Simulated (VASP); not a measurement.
# Nb (Fm-3m) in VASP: a series of runs

Nb is run at these levels: PBE; tasks: single point.

Program: VASP 6.6.1. These are calculated values, not measurements. Logs are shortened: lines on timing, memory, paths and dates and some standing lists are left out, and cuts for length are marked.

**1. The cell of the first run**

The structure is cubic, space group Fm-3m (No. 225). The conventional cell has a = 4.132 Å, b = 4.132 Å, c = 4.132 Å, α = 90.00°, β = 90.00°, γ = 90.00°. Nb (site symmetry m-3m) has 12 Nb at 2.92 Å within 3.8 Å.

This isn't the form of Nb at room conditions, which is bcc.

**2. Single point, PBE**

INCAR reads:

```
  ALGO = Normal
  EDIFF = 1E-6
  ENCUT = 520
  GGA = PE
  ISIF = 2
  ISMEAR = -1
  LASPH = True
  LCHARG = True
  LELF = True
  LREAL = False
  LVHAR = True
  LWAVE = False
  NBANDS = 12
  NELM = 100
  PREC = Accurate
  SIGMA = 0.06122561905347299
```

KPOINTS reads:

```
k-points
0
Gamma
  44 44 44
```

POSCAR reads:

```
Nb
1.0
    0.0000000000      2.0660395230      2.0660395230
    2.0660395230      0.0000000000      2.0660395230
    2.0660395230      2.0660395230      0.0000000000
Nb
1
Direct
    0.0000000000      0.0000000000      0.0000000000
```

Potentials or basis: VASP PAW PBE potentials, release 64 (Nb_sv).

On the command line:

```bash
$ cat potpaw_PBE.64/Nb_sv/POTCAR > POTCAR
$ mpirun -np 1 vasp_std > vasp.out
```

OUTCAR:

```text
EDIFF = 1E-6
   ENCUT = 520
   GGA = PE
   ISIF = 2
   ISMEAR = -1
   LASPH = True
   LREAL = False
   NELM = 100
   PREC = Accurate

 ion  position               nearest neighbor table
   1  0.000  0.000  0.000-

  LATTYP: Found a face centered cubic cell.
 ALAT       =     4.1320790460

  Lattice vectors:

 A1 = (   0.0000000000,   2.0660395230,   2.0660395230)
 A2 = (   2.0660395230,   0.0000000000,   2.0660395230)
 A3 = (   2.0660395230,   2.0660395230,   0.0000000000)

Analysis of symmetry for initial positions (statically):
=====================================================================
 Subroutine PRICEL returns:
 Original cell was already a primitive cell.

 Routine SETGRP: Setting up the symmetry group for a
 face centered cubic supercell.

 Subroutine GETGRP returns: Found 48 space group operations
 (whereof 48 operations were pure point group operations)
 out of a pool of 48 trial point group operations.

The static configuration has the point symmetry O_h .

Analysis of symmetry for dynamics (positions and initial velocities):
=====================================================================
 Subroutine PRICEL returns:
 Original cell was already a primitive cell.

 Routine SETGRP: Setting up the symmetry group for a
 face centered cubic supercell.

 Subroutine GETGRP returns: Found 48 space group operations
 (whereof 48 operations were pure point group operations)
 out of a pool of 48 trial point group operations.

The dynamic configuration has the point symmetry O_h .

 Subroutine INISYM returns: Found 48 space group operations
 (whereof 48 operations are pure point group operations),
 and found     1 'primitive' translations

----------------------------------------------------------------------------------------

                                     Primitive cell

  volume of cell :      17.6379

  direct lattice vectors                    reciprocal lattice vectors
     0.000000000  2.066039523  2.066039523    -0.242008923  0.242008923  0.242008923
     2.066039523  0.000000000  2.066039523     0.242008923 -0.242008923  0.242008923
     2.066039523  2.066039523  0.000000000     0.242008923  0.242008923 -0.242008923

  length of vectors
     2.921821114  2.921821114  2.921821114     0.419171751  0.419171751  0.419171751

  position of ions in fractional coordinates (direct lattice)
     0.000000000  0.000000000  0.000000000

  ion indices of the primitive-cell ions
   primitive index   ion index
                 1           1

[... 82 lines left out ...]
   NELECT =      13.0000    total number of electrons
   NUPDOWN=      -1.0000    fix difference up-down
   EMIN   =  10.00;   EMAX   =-10.00  energy-range for DOS
   EFERMI =   0.00;   METHOD = LEGACY
   ISMEAR =    -1;   SIGMA  =   0.06  broadening in eV -4-tet -1-fermi 0-gaus
   EFERMI_NEDOS =   21; number of points for ismear=-14 and -15
   IALGO  =     38    algorithm
   IMIX   =      4    mixing-type and parameters
     AMIX     =   0.40;   BMIX     =  1.00
     AMIX_MAG =   1.60;   BMIX_MAG =  1.00
  volume/ion in A,a.u.               =      17.64       119.03
  Fermi-wavevector in a.u.,A,eV,Ry     =   1.478793  2.794513 29.753603  2.186828
  Thomas-Fermi vector in A             =   2.593030
   LORBIT       =      0    0 simple, 1 ext, 2 COOP (PROOUT), +10 PAW based schemes
   GGA     = PE    functional components
   LHFCALC =     F    Hartree Fock is set to
   AEXX    =    0.0000 exact exchange contribution
   IVDW    =     0    specifies the selected vdW correction
   LEPSILON=     F    determine dielectric tensor
   LRPA    =     F    only Hartree local field effects (RPA)
 non-spin polarized calculation
  energy-cutoff  :      520.00
  volume of cell :       17.64
 maximum number of plane-waves:       531
 NGX is ok and might be reduce to    24
   NGX = 11   NGY = 11   NGZ = 11

 number of electron      13.0000000 magnetization

 Free energy of the ion-electron system (eV)
  ---------------------------------------------------
  ext. energy  EPLUGINS =         0.00000000
  ---------------------------------------------------
  free energy    TOTEN  =        -9.86627461 eV

  energy without entropy =       -9.84827189  energy(sigma->0) =       -9.85727325

 E-fermi :  11.8600     XC(G=0): -12.6112

 val. band max:       11.8598075222   @ k =   0.3864   0.0227   0.0000
 cond. band min:      11.8601184194   @ k =   0.3409   0.1136   0.0227
 fundamental gap:      0.0003108973
 Fermi energy:        11.8600303299

 k-point     1 :       0.0000    0.0000    0.0000
  band No.  band energies     occupation
      1     -42.8774      2.00000
      2     -18.1378      2.00000
      3     -18.1378      2.00000
      4     -18.1378      2.00000
      5       5.4827      2.00000
      6      11.9111      0.60586
      7      11.9111      0.60586
      8      11.9111      0.60586
      9      14.7385      0.00000
     10      14.7385      0.00000
     11      23.7340      0.00000
     12      28.7899      0.00000
[... 331 lines left out ...]
 k-point    24 :       0.0227    0.0227    0.0000
  band No.  band energies     occupation
      1     -42.8757      2.00000
      2     -18.1455      2.00000
      3     -18.1404      2.00000
      4     -18.1404      2.00000
      5       5.5109      2.00000
      6      11.8813      0.82772
      7      11.9279      0.49615
      8      11.9279      0.49615
      9      14.7038      0.00000
     10      14.7476      0.00000
     11      23.7921      0.00000
     12      28.7421      0.00000

 [... further k-points ...]

------------------------ aborting loop because EDIFF is reached ----------------------------------------

  FORCE on cell =-STRESS in cart. coord.  units (eV):
  Direction    XX          YY          ZZ          XY          YZ          ZX
  --------------------------------------------------------------------------------------
  -------------------------------------------------------------------------------------
  Total        1.2109888      1.2109888      1.2109888      0.0000000     -0.0000000      0.0000000
  in kB      110.0030818    110.0030818    110.0030818      0.0000000     -0.0000000      0.0000000
  external PRESSURE =     110.0030818 kB  Pullay stress =       0.0000000 kB

 VOLUME and BASIS-vectors are now :
 -----------------------------------------------------------------------------
  energy-cutoff  :      520.00
  volume of cell :       17.64
      direct lattice vectors                 reciprocal lattice vectors
     0.000000000  2.066039523  2.066039523    -0.242008923  0.242008923  0.242008923
     2.066039523  0.000000000  2.066039523     0.242008923 -0.242008923  0.242008923
     2.066039523  2.066039523  0.000000000     0.242008923  0.242008923 -0.242008923

 POSITION                                       TOTAL-FORCE (eV/Angst)
 -----------------------------------------------------------------------------------
      0.00000      0.00000      0.00000         0.000000     -0.000000      0.000000
 -----------------------------------------------------------------------------------
    total drift:                                0.000000      0.000000      0.000000

  FREE ENERGIE OF THE ION-ELECTRON SYSTEM (eV)
  ---------------------------------------------------
  free  energy   TOTEN  =        -9.8662746102 eV

  energy  without entropy=       -9.8482718894  energy(sigma->0) =       -9.85727325
```

OSZICAR:

```text
N       E                     dE             d eps       ncg     rms          rms(c)
DAV:   1     0.117767246476E+03    0.11777E+03   -0.72894E+03 52312   0.108E+03
DAV:   2    -0.546770326815E+01   -0.12323E+03   -0.11885E+03 55688   0.391E+02
DAV:   3    -0.996987187418E+01   -0.45022E+01   -0.43040E+01 74988   0.657E+01
DAV:   4    -0.102580614993E+02   -0.28819E+00   -0.28580E+00 73224   0.150E+01
DAV:   5    -0.102690929139E+02   -0.11031E-01   -0.11024E-01 76344   0.241E+00    0.721E+00
DAV:   6    -0.990343941293E+01    0.36565E+00   -0.58104E-01 82924   0.972E+00    0.261E+00
DAV:   7    -0.986062695828E+01    0.42812E-01   -0.19119E-01 85624   0.556E+00    0.997E-01
DAV:   8    -0.986620225710E+01   -0.55753E-02   -0.13617E-02 62360   0.156E+00    0.362E-02
DAV:   9    -0.986626047829E+01   -0.58221E-04   -0.96562E-04 85524   0.297E-01    0.467E-02
DAV:  10    -0.986628051707E+01   -0.20039E-04   -0.21300E-05 62712   0.641E-02    0.190E-02
DAV:  11    -0.986627472177E+01    0.57953E-05   -0.94688E-06 66872   0.543E-02    0.349E-03
DAV:  12    -0.986627461020E+01    0.11157E-06   -0.47510E-07 40128   0.586E-03
   1 F= -.98662746E+01 E0= -.98572732E+01  d E =-.180027E-01
```

stdout:

```text
POSCAR found type information on POSCAR Nb
 POSCAR found :  1 types and       1 ions
 scaLAPACK will be used
 LDA part: xc-table for (Slater+PW92), standard interpolation
 POSCAR, INCAR and KPOINTS ok, starting setup
 FFT: planning ... GRIDC
 FFT: planning ... GRID_SOFT
 FFT: planning ... GRID
 WAVECAR not read
 entering main loop
```

Wall time 8.5 min (1 thread of Intel Xeon 8259CL, shared host); peak memory 0.56 GiB.

What came out:

* Free energy: -9.8663 eV
* Pressure: 11.0 GPa
* Band gap on the k mesh: zero (an odd number of electrons rules out a gap without spin polarisation)

Caveat: the cell stands under pressure.

**3. Single point, PBE**

This run uses another cell than the first one, of 18.01 Å³/atom.

INCAR reads:

```
SYSTEM = Nb
  PREC = Accurate
  ENCUT = 520
  EDIFF = 1E-6
  ISMEAR = -1
  SIGMA = 0.06122561905347299
  LREAL = .FALSE.
  LASPH = .TRUE.
  NELM = 100
  ALGO = Normal
  ISIF = 2
  LWAVE = .FALSE.
  LCHARG = .FALSE.
  GGA = PE
  NBANDS = 12
```

KPOINTS reads:

```
Automatic mesh
0
G
  44 44 44
  0 0 0
```

POSCAR reads:

```
Nb
1.0
    0.0000000000      2.0805895765      2.0805895765
    2.0805895765      0.0000000000      2.0805895765
    2.0805895765      2.0805895765      0.0000000000
Nb
1
Direct
    0.0000000000      0.0000000000      0.0000000000
```

Potentials or basis: VASP PAW PBE potentials, release 64 (Nb_sv).

On the command line:

```bash
$ cat potpaw_PBE.64/Nb_sv/POTCAR > POTCAR
$ mpirun -np 1 vasp_std > vasp.out
```

It took 8.5 min on 1 thread of Intel Xeon 8259CL, shared host; peak memory 0.56 GiB.

Results (log left out):

```
Free energy            : -9.8874 eV
Pressure               : 6.9 GPa
Band gap on the k mesh : zero (an odd number of electrons rules out a gap without spin polarisation)
```

Levels at points of the mesh, in eV from the Fermi level:
| k point | band 2 | band 3 | band 4 | band 5 | band 6 | band 7 | band 8 | band 9 | band 10 | band 11 |
| --- | --- | --- | --- | --- | --- | --- | --- | --- | --- | --- |
| (0.00, 0.00, 0.00) | -30.06 | -30.06 | -30.06 | -6.33 | 0.07 | 0.07 | 0.07 | 2.82 | 2.82 | 11.86 |
| (0.50, 0.00, 0.00) | -31.42 | -30.24 | -30.24 | -4.00 | -0.13 | -0.13 | 1.52 | 4.90 | 4.90 | 11.02 |
| (0.50, 0.50, 0.00) | -31.32 | -30.54 | -30.54 | -4.29 | -3.53 | 3.83 | 4.88 | 5.49 | 5.49 | 11.59 |

Caveat: the cell stands under pressure.
